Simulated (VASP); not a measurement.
# Pd (P6_3/mmc) in VASP: notebook, part 2 of 2

VASP 6.6.1.

**4. Relaxation of cell and atoms, PBE**

This run uses another cell than the first one, of the same volume but with other edges.

File INCAR:

```
PREC = Accurate
ENCUT = 600
EDIFF = 1E-6
ISMEAR = -1
SIGMA = 0.05
LREAL = False
LASPH = True
NELM = 100
ALGO = Normal
ISIF = 3
LWAVE = False
LCHARG = False
GGA = PE
IBRION = 2
NSW = 60
EDIFFG = -0.005
```

File KPOINTS:

```
Automatic mesh
0
Gamma
  17 17 9
```

File POSCAR:

```
Pd
1.0
    2.7983685316      0.0000000000      0.0000000000
   -1.3991842658      2.4234582375      0.0000000000
    0.0000000000      0.0000000000      4.5333570212
Pd
2
Direct
    0.3333333333      0.6666666667      0.2500000000
    0.6666666667      0.3333333333      0.7500000000
```

Potentials or basis: VASP PAW PBE potentials, release 64 (Pd).

Run with:

```sh
> cat potpaw_PBE.64/Pd/POTCAR > POTCAR
> mpirun -np 1 vasp_std > vasp.out
```

OUTCAR:

```text
PREC = Accurate
   ENCUT = 600
   EDIFF = 1E-6
   ISMEAR = -1
   LREAL = False
   LASPH = True
   NELM = 100
   ISIF = 3
   GGA = PE
   IBRION = 2
   NSW = 60
   EDIFFG = -0.005

 ion  position               nearest neighbor table
   1  0.333  0.667  0.250-   2 2.78   2 2.78   2 2.78   2 2.78   2 2.78   2 2.78
   2  0.667  0.333  0.750-   1 2.78   1 2.78   1 2.78   1 2.78   1 2.78   1 2.78

  LATTYP: Found a hexagonal cell.
 ALAT       =     2.7983685316
 C/A-ratio  =     1.6200000000

  Lattice vectors:

 A1 = (   2.7983685316,   0.0000000000,   0.0000000000)
 A2 = (  -1.3991842658,   2.4234582375,   0.0000000000)
 A3 = (   0.0000000000,   0.0000000000,   4.5333570212)

Analysis of symmetry for initial positions (statically):
=====================================================================
 Subroutine PRICEL returns:
 Original cell was already a primitive cell.

 Routine SETGRP: Setting up the symmetry group for a
 hexagonal supercell.

 Subroutine GETGRP returns: Found 24 space group operations
 (whereof 12 operations were pure point group operations)
 out of a pool of 24 trial point group operations.

The static configuration has the point symmetry D_3d.
 The point group associated with its full space group is D_6h.
[... 172 lines left out ...]
  in kB      -11.3894481    -11.3894481     24.6148386     -0.0000000      0.0000000      0.0000000
  external PRESSURE =       0.6119808 kB  Pullay stress =       0.0000000 kB
[... 167 lines left out ...]
--------------------------------------- Ionic step        6  -------------------------------------------

 number of electron      20.0000005 magnetization

 Free energy of the ion-electron system (eV)
  ---------------------------------------------------
  ext. energy  EPLUGINS =         0.00000000
  ---------------------------------------------------
  free energy    TOTEN  =       -10.39042733 eV

  energy without entropy =      -10.34554858  energy(sigma->0) =      -10.36798795

 E-fermi :   9.1079     XC(G=0): -12.9287

 val. band max:        9.1069386160   @ k =   0.4118   0.0588   0.0000
 cond. band min:       9.1085236835   @ k =   0.3529  -0.0000   0.0000
 fundamental gap:      0.0015850676
 Fermi energy:         9.1078904537

 k-point     1 :       0.0000    0.0000    0.0000
  band No.  band energies     occupation
      1       2.2801      2.00000
      2       4.1087      2.00000
      3       6.3287      2.00000
      4       6.5376      2.00000
      5       6.5376      2.00000
      6       6.8640      2.00000
      7       6.8640      2.00000
      8       7.5535      2.00000
      9       7.5535      2.00000
     10       8.8830      1.97798
     11       8.8830      1.97798
     12      10.0268      0.00000
     13      15.7742      0.00000
     14      26.2312      0.00000
[... 377 lines left out ...]
      1       4.6088      2.00000
      2       5.2398      2.00000
      3       5.4804      2.00000
      4       5.5235      2.00000
      5       6.5086      2.00000
      6       6.5929      2.00000
      7       7.3006      2.00000
      8       7.4084      2.00000
      9       8.3769      2.00000
     10       8.9605      1.90024
     11       9.0020      1.78533
     12      15.7694      0.00000
     13      16.3475      0.00000
     14      21.2805      0.00000

 [... further k-points ...]
[... 5 lines left out ...]
  --------------------------------------------------------------------------------------
  -------------------------------------------------------------------------------------
  Total        0.0009826      0.0009826      0.0037122      0.0000000     -0.0000000      0.0000000
  in kB        0.0512249      0.0512249      0.1935240      0.0000000     -0.0000000      0.0000000
  external PRESSURE =       0.0986579 kB  Pullay stress =       0.0000000 kB
[... 17 lines left out ...]
  FREE ENERGIE OF THE ION-ELECTRON SYSTEM (eV)
  ---------------------------------------------------
  free  energy   TOTEN  =       -10.3904273254 eV

  energy  without entropy=      -10.3455485819  energy(sigma->0) =      -10.36798795

 reached required accuracy - stopping structural energy minimisation
```

OSZICAR:

```text
N       E                     dE             d eps       ncg     rms          rms(c)
DAV:   1     0.118654118983E+03    0.11865E+03   -0.11628E+04  4620   0.157E+03
DAV:   2    -0.908647914046E+01   -0.12774E+03   -0.12180E+03  4902   0.304E+02
[... 39 lines left out ...]
   5 F= -.10390318E+02 E0= -.10367973E+02  d E =0.695845E-04
       N       E                     dE             d eps       ncg     rms          rms(c)
DAV:   1    -0.103921608770E+02   -0.18437E-02   -0.26889E-02  4626   0.188E+00    0.278E-01
DAV:   2    -0.103904407005E+02    0.17202E-02   -0.52043E-03  4620   0.798E-01    0.712E-02
DAV:   3    -0.103904306151E+02    0.10085E-04   -0.27723E-05  5154   0.483E-02    0.432E-02
DAV:   4    -0.103904270718E+02    0.35433E-05   -0.15439E-05  4926   0.334E-02    0.252E-03
DAV:   5    -0.103904273254E+02   -0.25362E-06   -0.31598E-07  3222   0.570E-03
   6 F= -.10390427E+02 E0= -.10367988E+02  d E =-.402293E-04
```

Run time: 3.4 min. Hardware: 1 thread of AMD EPYC 9R14 (Zen 4), shared host; peak memory 0.19 GiB.

Results:

| Property | Result |
| --- | --- |
| Free energy | -10.3904 eV |
| Relaxed volume | 15.37 Å³/atom |
| Relaxed cell | a = 2.769 Å, b = 2.769 Å, c = 4.627 Å, α = 90.00°, β = 90.00°, γ = 120.00° |
| Space group after relaxing (to 0.05 Å) | P6_3/mmc (No. 194) |
| Energy gained by relaxing | 3.8 meV/atom |
| Ionic steps | 6 |
| Pressure after relaxing | 0.0 GPa |
| Band gap on the k mesh | zero (band 10 reaches 9.29 eV, above the bottom of band 11 at 8.53 eV) |

Step by step:
| step | energy change (eV) | largest force (eV/Å) | pressure (GPa) | volume (Å³) |
| --- | --- | --- | --- | --- |
| 1 | 0.0000 | 0.0000 | 0.06 | 30.74 |
| 2 | -0.0058 | 0.0000 | -0.19 | 30.77 |
| 3 | -0.0074 | 0.0000 | -0.26 | 30.78 |
| 4 | -0.0075 | 0.0000 | -0.26 | 30.78 |
| 5 | -0.0074 | 0.0000 | 0.46 | 30.65 |
| 6 | -0.0076 | 0.0000 | 0.01 | 30.73 |

Final structure:
```
CELL_PARAMETERS angstrom
2.76935 0.00000 0.00000
-1.38467 2.39832 0.00000
0.00000 0.00000 4.62722
ATOMIC_POSITIONS crystal
Pd 0.33333 0.66667 0.25000
Pd 0.66667 0.33333 0.75000
```

**5. The runs side by side**

```tsv
task	cell	cutoff (eV)	gap on the mesh (eV)	pressure (GPa)
single point	a = 2.770, b = 2.770, c = 4.634 Å, angles 90.0, 90.0, 120.0°, 2 atoms	520	none	-0.3
single point	a = 2.830, b = 2.830, c = 4.702 Å, angles 90.0, 90.0, 120.0°, 2 atoms	520	none	-8.3
relaxation of cell and atoms	relaxed from a = 2.798, b = 2.798, c = 4.533 Å, angles 90.0, 90.0, 120.0°, 2 atoms	600	none	0.0
```

Alike in all rows: level PBE; potentials or basis VASP PAW PBE potentials, release 64 (Pd); no spin polarisation; k mesh 17 × 17 × 9; smearing fermi-dirac 0.05 eV.

Absolute energies hang on the potentials; compare differences alone.
